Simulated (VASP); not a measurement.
# Rh (Fm-3m) in VASP: notebook

Rh is run at these levels: PBEsol; tasks: single point, relaxation of cell and atoms.

All numbers are computed with VASP 6.6.1; they aren't measurements. Logs are shortened: lines on timing, memory, paths and dates and some standing lists are left out, and cuts for length are marked.

### 1 The cell of the first run

Symmetry: Fm-3m, No. 225, cubic system. Conventional cell: a = 3.780 Å, b = 3.780 Å, c = 3.780 Å, α = 90.00°, β = 90.00°, γ = 90.00°. Within 3.5 Å of Rh (site symmetry m-3m) lie 12 Rh at 2.67 Å.

### 2 Single point, PBEsol

INCAR

```
SYSTEM = Rh
PREC     = Accurate       ! precision mode
ENCUT    = 520            ! plane-wave cutoff, eV
EDIFF    = 1E-6           ! SCF threshold, eV
ISMEAR   = -1             ! smearing method
SIGMA    = 0.05           ! smearing width, eV
LREAL    = .FALSE.        ! projectors in reciprocal space
LASPH    = .TRUE.         ! aspherical terms in the spheres
NELM     = 60             ! most SCF steps
ALGO     = Normal         ! electronic algorithm
ISIF     = 2              ! what is computed and relaxed
LWAVE    = .FALSE.        ! write WAVECAR
LCHARG   = .FALSE.        ! write CHGCAR
GGA      = PS             ! functional
NBANDS   = 14             ! bands
```

KPOINTS

```
regular mesh
0
G
  18 18 18
  0 0 0
```

POSCAR

```
Rh
1.0
    0.0000000000      1.8900246863      1.8900246863
    1.8900246863      0.0000000000      1.8900246863
    1.8900246863      1.8900246863      0.0000000000
Rh
1
Direct
    0.0000000000      0.0000000000      0.0000000000
```

Potentials or basis: VASP PAW PBE potentials, release 64 (Rh_pv).

Launch:

```sh
$ cat potpaw_PBE.64/Rh_pv/POTCAR > POTCAR
$ mpirun -np 1 vasp_std > vasp.out
```

OUTCAR:

```text
SYSTEM = Rh
   PREC = Accurate
   ENCUT = 520
   EDIFF = 1E-6
   ISMEAR = -1
   LREAL = .FALSE.
   LASPH = .TRUE.
   NELM = 60
   ISIF = 2
   GGA = PS

 ion  position               nearest neighbor table
   1  0.000  0.000  0.000-

  LATTYP: Found a face centered cubic cell.
 ALAT       =     3.7800493726

  Lattice vectors:

 A1 = (   0.0000000000,   1.8900246863,   1.8900246863)
 A2 = (   1.8900246863,   0.0000000000,   1.8900246863)
 A3 = (   1.8900246863,   1.8900246863,   0.0000000000)

Analysis of symmetry for initial positions (statically):
=====================================================================
 Subroutine PRICEL returns:
 Original cell was already a primitive cell.

 Routine SETGRP: Setting up the symmetry group for a
 face centered cubic supercell.

 Subroutine GETGRP returns: Found 48 space group operations
 (whereof 48 operations were pure point group operations)
 out of a pool of 48 trial point group operations.

The static configuration has the point symmetry O_h .

Analysis of symmetry for dynamics (positions and initial velocities):
=====================================================================
 Subroutine PRICEL returns:
 Original cell was already a primitive cell.

 Routine SETGRP: Setting up the symmetry group for a
 face centered cubic supercell.

 Subroutine GETGRP returns: Found 48 space group operations
 (whereof 48 operations were pure point group operations)
 out of a pool of 48 trial point group operations.

The dynamic configuration has the point symmetry O_h .

 Subroutine INISYM returns: Found 48 space group operations
 (whereof 48 operations are pure point group operations),
 and found     1 'primitive' translations

----------------------------------------------------------------------------------------

                                     Primitive cell

  volume of cell :      13.5031

  direct lattice vectors                    reciprocal lattice vectors
     0.000000000  1.890024686  1.890024686    -0.264546809  0.264546809  0.264546809
     1.890024686  0.000000000  1.890024686     0.264546809 -0.264546809  0.264546809
     1.890024686  1.890024686  0.000000000     0.264546809  0.264546809 -0.264546809

  length of vectors
     2.672898545  2.672898545  2.672898545     0.458208514  0.458208514  0.458208514

  position of ions in fractional coordinates (direct lattice)
     0.000000000  0.000000000  0.000000000

  ion indices of the primitive-cell ions
   primitive index   ion index
                 1           1

----------------------------------------------------------------------------------------

 KPOINTS: regular mesh

Automatic generation of k-mesh.
 Grid dimensions read from file:
 generate k-points for:   18   18   18

 Generating k-lattice:

  Cartesian coordinates                     Fractional coordinates (reciprocal lattice)
    -0.014697045  0.014697045  0.014697045     0.055555556  0.000000000  0.000000000
     0.014697045 -0.014697045  0.014697045     0.000000000  0.055555556  0.000000000
     0.014697045  0.014697045 -0.014697045     0.000000000  0.000000000  0.055555556

  Length of vectors
     0.025456029  0.025456029  0.025456029

  Shift w.r.t. Gamma in fractional coordinates (k-lattice)
     0.000000000  0.000000000  0.000000000

 Subroutine IBZKPT returns following result:
 ===========================================

 Found    195 irreducible k-points:

 Following reciprocal coordinates:
            Coordinates               Weight
  0.000000  0.000000  0.000000      1.000000
  0.055556  0.000000  0.000000      8.000000
  0.111111  0.000000  0.000000      8.000000
  0.166667  0.000000  0.000000      8.000000
  0.222222  0.000000  0.000000      8.000000
  0.277778  0.000000  0.000000      8.000000
[... 16 lines left out ...]
 -0.277778  0.055556  0.000000     24.000000
 -0.222222  0.055556  0.000000     24.000000
 [... further k-points ...]
   k-points           NKPTS =    195   k-points in BZ     NKDIM =    195   number of bands    NBANDS=     14
   number of dos      NEDOS =    301   number of ions     NIONS =      1
   total plane-waves  NPLWV =   8000
   dimension x,y,z NGX =    20 NGY =   20 NGZ =   20
   dimension x,y,z NGXF=    40 NGYF=   40 NGZF=   40
   ions per type =               1
   NGX,Y,Z   is equivalent  to a cutoff of  12.44, 12.44, 12.44 a.u.
   NGXF,Y,Z  is equivalent  to a cutoff of  24.88, 24.88, 24.88 a.u.
 SYSTEM =  Rh
   PREC   = accura    normal or accurate (medium, high low for compatibility)
   ISTART =      0    job   : 0-new  1-cont  2-samecut
   ICHARG =      2    charge: 1-file 2-atom 10-const
   ISPIN  =      1    spin polarized calculation?
   LNONCOLLINEAR =      F non collinear calculations
   LSORBIT =      F    spin-orbit coupling
   LASPH  =      T    aspherical Exc in radial PAW
   ENCUT  =  520.0 eV  38.22 Ry    6.18 a.u.   4.97  4.97  4.97*2*pi/ulx,y,z
   NELM   =     60;   NELMIN=  2; NELMDL= -5     # of ELM steps
   EDIFF  = 0.1E-05   stopping-criterion for ELM
   LREAL  =      F    real-space projection
   EDIFFG = 0.1E-04   stopping-criterion for IOM
   NSW    =      0    number of steps for IOM
   IBRION =     -1    ionic relax: 0-MD 1-quasi-New 2-CG
   NFREE  =      0    steps in history (QN), initial steepest desc. (CG)
   ISIF   =      2    stress and relaxation
   ISYM   =      2    0-nonsym 1-usesym 2-fastsym
   POTIM  = 0.5000    time-step for ionic-motion
   TEBEG  =    0.0;   TEEND  =   0.0 temperature during run
   PSTRESS=    0.0 pullay stress
   NELECT =      15.0000    total number of electrons
   NUPDOWN=      -1.0000    fix difference up-down
   EMIN   =  10.00;   EMAX   =-10.00  energy-range for DOS
   EFERMI =   0.00;   METHOD = LEGACY
   ISMEAR =    -1;   SIGMA  =   0.05  broadening in eV -4-tet -1-fermi 0-gaus
   EFERMI_NEDOS =   21; number of points for ismear=-14 and -15
   IALGO  =     38    algorithm
   IMIX   =      4    mixing-type and parameters
     AMIX     =   0.40;   BMIX     =  1.00
     AMIX_MAG =   1.60;   BMIX_MAG =  1.00
  volume/ion in A,a.u.               =      13.50        91.12
  Fermi-wavevector in a.u.,A,eV,Ry     =   1.695487  3.204006 39.112340  2.874676
  Thomas-Fermi vector in A             =   2.776522
   LORBIT       =      0    0 simple, 1 ext, 2 COOP (PROOUT), +10 PAW based schemes
   GGA     = PS    functional components
   LHFCALC =     F    Hartree Fock is set to
   AEXX    =    0.0000 exact exchange contribution
   IVDW    =     0    specifies the selected vdW correction
   LEPSILON=     F    determine dielectric tensor
   LRPA    =     F    only Hartree local field effects (RPA)
 non-spin polarized calculation
  energy-cutoff  :      520.00
  volume of cell :       13.50
 maximum number of plane-waves:       375
   NGX =  9   NGY =  9   NGZ =  9

 number of electron      15.0000006 magnetization

 Free energy of the ion-electron system (eV)
  ---------------------------------------------------
  ext. energy  EPLUGINS =         0.00000000
  ---------------------------------------------------
  free energy    TOTEN  =        -8.14329744 eV

  energy without entropy =       -8.13268228  energy(sigma->0) =       -8.13798986

 E-fermi :  12.0941     XC(G=0): -14.3353

 val. band max:       12.0898498531   @ k =   0.5000   0.2222   0.1111
 cond. band min:      12.0994503442   @ k =   0.5000   0.3889   0.0556
 fundamental gap:      0.0096004911
 Fermi energy:        12.0940888908

 k-point     1 :       0.0000    0.0000    0.0000
  band No.  band energies     occupation
      1     -34.2812      2.00000
      2     -34.2812      2.00000
      3     -34.2812      2.00000
      4       3.9006      2.00000
      5       8.9032      2.00000
      6       8.9032      2.00000
      7       8.9032      2.00000
      8      11.0758      2.00000
      9      11.0758      2.00000
     10      28.0086      0.00000
     11      32.3939      0.00000
     12      33.5620      0.00000
     13      33.5620      0.00000
     14      33.5620      0.00000

 k-point     2 :       0.0556    0.0000    0.0000
  band No.  band energies     occupation
      1     -34.3057      2.00000
      2     -34.2845      2.00000
      3     -34.2845      2.00000
      4       4.0277      2.00000
      5       8.8453      2.00000
      6       8.9535      2.00000
      7       8.9535      2.00000
      8      11.0468      2.00000
      9      11.0468      2.00000
     10      28.1974      0.00000
     11      32.3909      0.00000
     12      32.8622      0.00000
     13      33.7505      0.00000
     14      33.7505      0.00000

 k-point     3 :       0.1111    0.0000    0.0000
  band No.  band energies     occupation
      1     -34.3760      2.00000
      2     -34.2939      2.00000
      3     -34.2939      2.00000
      4       4.3922      2.00000
      5       8.7005      2.00000
      6       9.0853      2.00000
      7       9.0853      2.00000
      8      10.9841      2.00000
      9      10.9841      2.00000
     10      28.7043      0.00000
     11      31.3965      0.00000
     12      32.3981      0.00000
     13      34.2979      0.00000
     14      34.2979      0.00000

 k-point     4 :       0.1667    0.0000    0.0000
  band No.  band energies     occupation
      1     -34.4827      2.00000
      2     -34.3084      2.00000
      3     -34.3084      2.00000
      4       4.9320      2.00000
      5       8.5593      2.00000
      6       9.2334      2.00000
      7       9.2334      2.00000
      8      10.9640      2.00000
      9      10.9640      2.00000
     10      29.3031      0.00000
     11      29.8045      0.00000
     12      32.3961      0.00000
     13      35.1486      0.00000
     14      35.1486      0.00000

 k-point     5 :       0.2222    0.0000    0.0000
  band No.  band energies     occupation
      1     -34.6122      2.00000
      2     -34.3261      2.00000
      3     -34.3261      2.00000
      4       5.5000      2.00000
      5       8.5965      2.00000
      6       9.2965      2.00000
      7       9.2965      2.00000
      8      11.0958      2.00000
      9      11.0958      2.00000
     10      28.0996      0.00000
     11      29.7222      0.00000
[... 276 lines left out ...]
 k-point    22 :      -0.3333    0.0556    0.0000
  band No.  band energies     occupation
      1     -34.9074      2.00000
      2     -34.3933      2.00000
      3     -34.3620      2.00000
      4       6.0259      2.00000
      5       8.9971      2.00000
      6       9.1076      2.00000
      7      10.0677      2.00000
      8      11.7349      1.99848
      9      12.5862      0.00011
     10      24.0748      0.00000
     11      28.6553      0.00000
     12      32.3954      0.00000
     13      34.0261      0.00000
     14      36.0191      0.00000

 k-point    23 :      -0.2778    0.0556    0.0000
  band No.  band energies     occupation
      1     -34.7909      2.00000
      2     -34.3776      2.00000
      3     -34.3433      2.00000
      4       6.0214      2.00000
      5       9.0361      2.00000
      6       9.2565      2.00000
      7       9.2582      2.00000
      8      11.2512      2.00000
      9      12.0355      1.52710
     10      25.8881      0.00000
     11      29.3548      0.00000
     12      32.3954      0.00000
     13      34.9036      0.00000
     14      37.3037      0.00000

 k-point    24 :      -0.2222    0.0556    0.0000
  band No.  band energies     occupation
      1     -34.6601      2.00000
      2     -34.3583      2.00000
      3     -34.3242      2.00000
      4       5.7620      2.00000
      5       8.5426      2.00000
      6       9.3081      2.00000
      7       9.3629      2.00000
      8      10.8682      2.00000
      9      11.5734      1.99994
     10      27.6205      0.00000
     11      29.8106      0.00000
     12      32.3952      0.00000
     13      35.1428      0.00000
     14      36.9721      0.00000

 [... further k-points ...]

------------------------ aborting loop because EDIFF is reached ----------------------------------------

  FORCE on cell =-STRESS in cart. coord.  units (eV):
  Direction    XX          YY          ZZ          XY          YZ          ZX
  --------------------------------------------------------------------------------------
  -------------------------------------------------------------------------------------
  Total       -0.0057305     -0.0057305     -0.0057305      0.0000000     -0.0000000      0.0000000
  in kB       -0.6799381     -0.6799381     -0.6799381      0.0000000     -0.0000000      0.0000000
  external PRESSURE =      -0.6799381 kB  Pullay stress =       0.0000000 kB

 VOLUME and BASIS-vectors are now :
 -----------------------------------------------------------------------------
  energy-cutoff  :      520.00
  volume of cell :       13.50
      direct lattice vectors                 reciprocal lattice vectors
     0.000000000  1.890024686  1.890024686    -0.264546809  0.264546809  0.264546809
     1.890024686  0.000000000  1.890024686     0.264546809 -0.264546809  0.264546809
     1.890024686  1.890024686  0.000000000     0.264546809  0.264546809 -0.264546809

 POSITION                                       TOTAL-FORCE (eV/Angst)
 -----------------------------------------------------------------------------------
      0.00000      0.00000      0.00000         0.000000      0.000000      0.000000
 -----------------------------------------------------------------------------------
    total drift:                               -0.000000     -0.000000     -0.000000

  FREE ENERGIE OF THE ION-ELECTRON SYSTEM (eV)
  ---------------------------------------------------
  free  energy   TOTEN  =        -8.1432974435 eV

  energy  without entropy=       -8.1326822764  energy(sigma->0) =       -8.13798986
```

Run time: 24 s. Hardware: 1 thread of AMD EPYC 7R43 (Zen 3), shared host; peak memory 0.11 GiB.

What came out:

| Item | Value |
| --- | --- |
| Free energy | -8.1433 eV |
| Pressure | -0.1 GPa |

Levels at points of the mesh, in eV from the Fermi level:
```tsv
k point	band 5	band 6	band 7	band 8	band 9	band 10
(0.00, 0.00, 0.00)	-3.19	-3.19	-3.19	-1.02	-1.02	15.91
(0.50, 0.00, 0.00)	-3.27	-3.27	0.59	0.59	0.63	8.77
(0.50, 0.50, 0.00)	-6.15	0.57	1.02	1.02	3.20	12.45
```

Caveat: the PAW data sets were made with another functional, which shifts forces and pressure a little.

### 3 Relaxation of cell and atoms, PBEsol

This run uses another cell than the first one, of 13.67 Å³/atom, 1.012 times its volume.

INCAR

```
PREC     = Accurate       # precision mode
ENCUT    = 600            # plane-wave cutoff, eV
EDIFF    = 1E-6           # SCF threshold, eV
ISMEAR   = -1             # smearing method
SIGMA    = 0.05           # smearing width, eV
LREAL    = False          # projectors in reciprocal space
LASPH    = True           # aspherical terms in the spheres
NELM     = 60             # most SCF steps
ALGO     = Normal         # electronic algorithm
ISIF     = 3              # what is computed and relaxed
LWAVE    = False          # write WAVECAR
LCHARG   = False          # write CHGCAR
GGA      = PS             # functional
IBRION   = 2              # ionic algorithm
NSW      = 80             # ionic steps
EDIFFG   = -0.01          # ionic threshold
```

KPOINTS

```
regular mesh
0
Gamma
  18 18 18
```

POSCAR

```
Rh
1.0
    0.0000000000      1.8978500000      1.8978500000
    1.8978500000      0.0000000000      1.8978500000
    1.8978500000      1.8978500000      0.0000000000
Rh
1
Direct
    0.0000000000      0.0000000000      0.0000000000
```

Potentials or basis: VASP PAW PBE potentials, release 64 (Rh_pv).

Launch:

```sh
$ cat potpaw_PBE.64/Rh_pv/POTCAR > POTCAR
$ mpirun -np 1 vasp_std > vasp.out
```

OUTCAR:

```text
PREC = Accurate
   ENCUT = 600
   EDIFF = 1E-6
   ISMEAR = -1
   LREAL = False
   LASPH = True
   NELM = 60
   ISIF = 3
   GGA = PS
   IBRION = 2
   NSW = 80
   EDIFFG = -0.01

 ion  position               nearest neighbor table
   1  0.000  0.000  0.000-

  LATTYP: Found a face centered cubic cell.
 ALAT       =     3.7957000000

  Lattice vectors:

 A1 = (   0.0000000000,   1.8978500000,   1.8978500000)
 A2 = (   1.8978500000,   0.0000000000,   1.8978500000)
 A3 = (   1.8978500000,   1.8978500000,   0.0000000000)

Analysis of symmetry for initial positions (statically):
=====================================================================
 Subroutine PRICEL returns:
 Original cell was already a primitive cell.

 Routine SETGRP: Setting up the symmetry group for a
 face centered cubic supercell.

[... 256 lines left out ...]
      3     -34.2740      2.00000
      4       3.9059      2.00000
      5       8.9089      2.00000
      6       8.9089      2.00000
      7       8.9089      2.00000
      8      11.0831      2.00000
      9      11.0831      2.00000
     10      28.0169      0.00000
     11      32.4029      0.00000
[... 309 lines left out ...]
 k-point    24 :      -0.2222    0.0556    0.0000
  band No.  band energies     occupation
      1     -34.6535      2.00000
      2     -34.3512      2.00000
      3     -34.3171      2.00000
      4       5.7676      2.00000
      5       8.5485      2.00000
      6       9.3141      2.00000
      7       9.3690      2.00000
      8      10.8754      2.00000
      9      11.5812      1.99994
     10      27.6321      0.00000
     11      29.8210      0.00000

 [... further k-points ...]

------------------------ aborting loop because EDIFF is reached ----------------------------------------

  FORCE on cell =-STRESS in cart. coord.  units (eV):
  Direction    XX          YY          ZZ          XY          YZ          ZX
  --------------------------------------------------------------------------------------
  -------------------------------------------------------------------------------------
  Total       -0.0033392     -0.0033392     -0.0033392      0.0000000     -0.0000000      0.0000000
  in kB       -0.3963795     -0.3963795     -0.3963795      0.0000000     -0.0000000      0.0000000
  external PRESSURE =      -0.3963795 kB  Pullay stress =       0.0000000 kB
[... 16 lines left out ...]
  FREE ENERGIE OF THE ION-ELECTRON SYSTEM (eV)
  ---------------------------------------------------
  free  energy   TOTEN  =        -8.1438786669 eV

  energy  without entropy=       -8.1332713335  energy(sigma->0) =       -8.13857500

 reached required accuracy - stopping structural energy minimisation
```

OSZICAR:

```text
N       E                     dE             d eps       ncg     rms          rms(c)
DAV:   1     0.126202409006E+03    0.12620E+03   -0.10203E+04  4290   0.163E+03
DAV:   2    -0.708525161775E+01   -0.13329E+03   -0.12771E+03  4371   0.414E+02
DAV:   3    -0.876935619042E+01   -0.16841E+01   -0.16730E+01  4950   0.525E+01
[... 21 lines left out ...]
DAV:   3    -0.814312978153E+01    0.18872E-02   -0.93495E-03  4785   0.130E+00    0.485E-01
DAV:   4    -0.814383200136E+01   -0.70222E-03   -0.20018E-03  4563   0.619E-01    0.528E-02
DAV:   5    -0.814388502001E+01   -0.53019E-04   -0.52147E-05  5017   0.947E-02    0.199E-02
DAV:   6    -0.814387899533E+01    0.60247E-05   -0.35439E-06  4516   0.298E-02    0.296E-03
DAV:   7    -0.814387866692E+01    0.32841E-06   -0.39374E-08  2406   0.288E-03
   3 F= -.81438787E+01 E0= -.81385750E+01  d E =-.206885E-02
```

Run time: 73 s. Hardware: 1 thread of AMD EPYC 7R43 (Zen 3), shared host; peak memory 0.14 GiB.

Results:

```
Free energy                            : -8.1439 eV
Relaxed volume                         : 13.50 Å³/atom
Relaxed cell                           : a = 2.672 Å, b = 2.672 Å, c = 2.672 Å, α = 60.00°, β = 60.00°, γ = 60.00°
Space group after relaxing (to 0.05 Å) : Fm-3m (No. 225)
Energy gained by relaxing              : 2.1 meV/atom
Ionic steps                            : 3
Pressure after relaxing                : 0.0 GPa
```

The path:
```tsv
step	energy change (eV)	largest force (eV/Å)	pressure (GPa)	volume (Å³)
1	0.0000	0.0000	-3.73	13.67
2	0.0124	0.0000	10.87	13.05
3	-0.0021	0.0000	-0.04	13.50
```

Final structure:
```xyz
1
Lattice="0.0000 1.8897 1.8897 1.8897 0.0000 1.8897 1.8897 1.8897 0.0000" Properties=species:S:1:pos:R:3 pbc="T T T"
Rh    0.0000    0.0000    0.0000
```

Caveat: the PAW data sets were made with another functional, which shifts forces and pressure a little.
